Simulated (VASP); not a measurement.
Runs of VASP 6.6.1 on InAs (zincblende type). The structure is that of space group F-43m (No. 216), or close to it. The cells are those of the table. 

```csv
task,cell,cutoff (eV),k mesh for the DOS,occupations for the DOS,gap on the mesh (eV),pressure (GPa)
single point,"a = 3.584 Å, angles 60.0°, 2 atoms",520,-,-,0.20,115.9
single point,"a = 3.921 Å, angles 60.0°, 2 atoms",520,-,-,1.02,34.6
relaxation of cell and atoms,"relaxed from a = 4.394 Å, angles 60.0°, 2 atoms",600,-,-,none,0.0
single point,"a = 3.770 Å, angles 60.0°, 2 atoms",520,-,-,(b),(a)
single point,"a = 4.061 Å, angles 60.0°, 2 atoms",520,-,-,0.60,18.5
single point,"a = 4.192 Å, angles 60.0°, 2 atoms",520,-,-,-,8.5
```

Alike in all rows: level PBE; potentials or basis VASP PAW PBE potentials, release 64 (In_d, As); no spin polarisation; k mesh 11 × 11 × 11; smearing fermi-dirac 0.08 eV.

**Question.** Fill in the values left out.

**Answer.** (a) 61.5; (b) 0.69.

Caveats: spin-orbit coupling is left out, which moves the levels of the heavy elements.

A k mesh can miss the band edges, and the runs leave out spin-orbit coupling on As, In.

A gap of «none» marks levels without a gap at the run's occupations.
